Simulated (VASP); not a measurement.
Runs of VASP 6.6.1 on WS2. The structure is that of space group P6_3/mmc (No. 194), or close to it. The cells are those of the table. 

| cell | k mesh | smearing | gap on the mesh (eV) | pressure (GPa) | largest force (eV/Å) |
| --- | --- | --- | --- | --- | --- |
| a = 3.182, b = 3.182, c = 13.851 Å, angles 90.0, 90.0, 120.0°, 6 atoms | 12 × 12 × 2 | gaussian 0.02 eV | 1.56 | -0.1 | 0.03 |
| a = 3.373, b = 3.373, c = 12.756 Å, angles 90.0, 90.0, 120.0°, 6 atoms | 12 × 12 × 2 | gaussian 0.02 eV | 0.22 | -9.5 | 0.01 |
| a = 3.182, b = 3.182, c = 12.283 Å, angles 90.0, 90.0, 120.0°, 6 atoms | 12 × 12 × 2 | gaussian 0.02 eV | (b) | (c) | 0.03 |
| a = 3.182, b = 3.182, c = 13.590 Å, angles 90.0, 90.0, 120.0°, 6 atoms | 12 × 12 × 2 | gaussian 0.02 eV | 1.51 | 0.0 | 0.03 |
| a = 3.182, b = 3.182, c = 13.067 Å, angles 90.0, 90.0, 120.0°, 6 atoms | 12 × 12 × 2 | gaussian 0.02 eV | 1.38 | 0.2 | 0.02 |
| a = 3.182, b = 3.182, c = 13.329 Å, angles 90.0, 90.0, 120.0°, 6 atoms | 12 × 12 × 2 | gaussian 0.02 eV | 1.45 | (a) | 0.03 |
| a = 3.184, b = 3.184, c = 12.978 Å, angles 90.0, 90.0, 120.0°, 6 atoms | 6 × 6 × 2 | gaussian 0.1 eV | 1.35 | -0.1 | 0.01 |
| a = 3.182, b = 3.182, c = 12.545 Å, angles 90.0, 90.0, 120.0°, 6 atoms | 12 × 12 × 2 | gaussian 0.02 eV | 1.19 | 0.8 | 0.03 |

Alike in all rows: task single point; level r2SCAN; potentials or basis VASP PAW PBE potentials, release 64 (W_sv, S); no spin polarisation; cutoff (eV) 520.

Question: Estimate the missing entries.

Answer: (a) 0.1; (b) 1.08; (c) 1.4.

Caveats: the PAW data sets were made with another functional, which shifts forces and pressure a little; spin-orbit coupling is left out, which moves the levels of the heavy elements.

A k mesh can miss the band edges, and the runs leave out spin-orbit coupling on W.
